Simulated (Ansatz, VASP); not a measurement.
**HfH8: VASP beside Ansatz**

```
CELL_PARAMETERS angstrom
-2.65878 2.65878 1.73388
2.65878 -2.65878 1.73388
2.65878 2.65878 -1.73388
ATOMIC_POSITIONS crystal
Hf 0.00000 0.00000 0.00000
H 0.32204 0.32204 0.64407
H 0.67796 0.67796 0.35593
H 0.67796 0.32204 0.00000
H 0.00000 0.57454 0.57454
H 0.42546 0.00000 0.42546
H 0.57454 0.00000 0.57454
H 0.00000 0.42546 0.42546
H 0.32204 0.67796 0.00000
```

Change from the starting cell: species swapped into the TiPt8 type (I4/mmm, No. 139).

Alike in both runs: functional PBE; k mesh 6 × 6 × 6; occupations gaussian, width 0.1 eV; no spin polarisation.

Ansatz relaxed the structure, and its values are those at the end. VASP's run is a single point on that final structure, the one shown.

|  | VASP | Ansatz |
| --- | --- | --- |
| version | VASP 6.6.1 | Ansatz 0.2.0 |
| potentials or method | VASP PAW PBE potentials, release 64 (Hf_pv, H), cutoff 520 eV | scalar-relativistic, plane waves, PAW |
| valence electrons in the cell | 18 | 34 |

```csv
,VASP,Ansatz,Ansatz less VASP
gap on the k mesh at the Fermi level (eV),none,none,-
pressure (GPa),-0.8,0.0,+0.83
rms of the force components (eV/Å),0.008,0.009,+0.0008
```

A gap of «none» marks a metal or a gap that the smearing closes. VASP's potentials hold 18 valence electrons a cell and Ansatz's 34, so a difference there can come from the potentials and not from the codes.

The k mesh is coarse, so the values compare programs but aren't converged. Neither program's run includes spin-orbit coupling.
